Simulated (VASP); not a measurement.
Write the native input for VASP 6.6.1 that does the following.

```yaml
Task: single point
Functional: PBE
Dispersion: D3(BJ)
Potentials_or_basis: VASP PAW PBE potentials, release 64 (O_h, H_h, C_h, N_h)
Cutoff: 1000 eV
k_mesh: 1 × 1 × 1
Occupations: fermi-dirac, width 0.05 eV
Spin: no spin polarisation
Dipole_correction: no
Further_INCAR_settings: LREAL = Auto; ALGO = Normal; EDIFF = 1e-06; NBANDS = 39
```

The structure of H11C2NO4 lies in POSCAR:

```
H11C2NO4
1.0
    5.9154820000      0.0000000000      0.0000000000
    0.0000000000      5.9154820000      0.0000000000
    0.0000000000      0.0000000000      5.9154820000
O H C N
4 11 2 1
Direct
    0.6424666663      0.5763520200      0.4877032844
    0.3708235440      0.2489568897      0.5749996365
    0.3533270831      0.8564813484      0.7912626562
    0.0180036048      0.5012778333      0.7051496395
    0.6238882985      0.5731570141      0.3266513194
    0.5455176772      0.4338108036      0.5280043114
    0.3935435861      0.1222216550      0.6779667320
    0.3080560468      0.1736629407      0.4344531857
    0.2459985509      0.7332454059      0.7652292746
    0.4662511018      0.7927164684      0.6941277144
   -0.1011244730      0.5434891020      0.5878810890
    0.1304880989      0.3852771423      0.6581712192
    0.6923019967      0.8898683150      1.1582657170
    0.7949140915      1.0210664152      0.9171864609
    0.8419263215      0.7065020230      0.9478348510
    0.8297041560      0.8752625737      1.0278959517
    1.0372781119      0.9446398451      1.1373882974
    1.1792107558      1.0244980882      1.2461199273
```

One way to write it, as run:

INCAR

```
PREC     = Accurate       # precision mode
ENCUT    = 1000           # plane-wave cutoff, eV
EDIFF    = 1E-6           # SCF threshold, eV
ISMEAR   = -1             # smearing method
SIGMA    = 0.05           # smearing width, eV
LREAL    = Auto         
LASPH    = True           # aspherical terms in the spheres
NELM     = 120            # most SCF steps
ALGO     = Normal         # electronic algorithm
ISIF     = 2              # what is computed and relaxed
LWAVE    = False          # write WAVECAR
LCHARG   = True           # write CHGCAR
GGA      = PE             # functional
IVDW     = 12             # dispersion correction
LELF     = True           # ELF
LVHAR    = True         
NBANDS   = 39             # bands
GGA_COMPAT= False
```

KPOINTS

```
Automatic mesh
0
Gamma
  1 1 1
```

Potentials or basis: VASP PAW PBE potentials, release 64 (O_h, H_h, C_h, N_h).

Run with:

```bash
$ cat potpaw_PBE.64/O_h/POTCAR potpaw_PBE.64/H_h/POTCAR potpaw_PBE.64/C_h/POTCAR potpaw_PBE.64/N_h/POTCAR > POTCAR
$ mpirun -np 1 vasp_gam > vasp.out
```

It gave:

```json
{"Pressure": "0.6 GPa", "Largest force": "1.470 eV/Å", "Dispersion energy per atom": "-0.037 eV"}
```

Caveat: the k points lie up to 1.06 Å⁻¹ apart, too coarse for converged energies, forces and pressures; the atoms stand as in a frame of molecular dynamics.

Run time: 77 s on 1 thread of Intel(R) Xeon(R) 6975P-C (Granite Rapids), on a shared host, peak memory 0.53 GiB.
